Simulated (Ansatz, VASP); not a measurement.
**Two plane-wave programs on CdSe**

INCAR

```
ALGO = Normal
EDIFF = 1E-7
ENCUT = 520
GGA = PE
ISIF = 2
ISMEAR = 0
LASPH = True
LCHARG = True
LELF = True
LREAL = False
LVHAR = True
LWAVE = False
NBANDS = 16
NELM = 80
PREC = Accurate
SIGMA = 0.1
```

File KPOINTS:

```
k-points
0
Gamma
  4 4 4
```

The input POSCAR:

```
CdSe
1.0
    0.0000000000      2.8739580000      2.8739580000
    2.8739580000      0.0000000000      2.8739580000
    2.8739580000      2.8739580000      0.0000000000
Cd Se
1 1
Direct
    0.0000000000      0.0000000000      0.0000000000
    0.5000000000      0.5000000000      0.5000000000
```

Input for Ansatz:

```yaml
crystal:
  lattice:
    - [0.0, 2.873958, 2.873958]
    - [2.873958, 0.0, 2.873958]
    - [2.873958, 2.873958, 0.0]
  atoms:
    - { symbol: Cd, position: [0.0, 0.0, 0.0] }
    - { symbol: Se, position: [0.5, 0.5, 0.5] }
basis:
  ecutwfc: 420
kpoints:
  mp_grid: { grid: [4, 4, 4] }
hamiltonian:
  xc: pbe
scf:
  occupations: { method: gaussian, width: 0.1 }
output:
  forces: true
  stress: true
  eigenvalues: true
```

Alike in both runs: task single point; functional PBE; k mesh 4 × 4 × 4; occupations gaussian, width 0.1 eV; no spin polarisation.

|  | VASP | Ansatz |
| --- | --- | --- |
| version | VASP 6.6.1 | Ansatz 0.2.0 |
| potentials or method | VASP PAW PBE potentials, release 64 (Cd, Se), cutoff 520 eV | scalar-relativistic, plane waves, PAW |
| valence electrons in the cell | 18 | 36 |

VASP gave:

* gap on the k mesh at the Fermi level (eV): none
* pressure (GPa): 0.4

**Question.** Which values does Ansatz return?

**Answer.** gap on the k mesh at the Fermi level (eV): none; pressure (GPa): 0.0.

A gap of «none» marks a metal or a gap that the smearing closes. VASP's potentials hold 18 valence electrons a cell and Ansatz's 36, so a difference there can come from the potentials and not from the codes.

The k mesh is coarse, so the values compare programs but aren't converged.
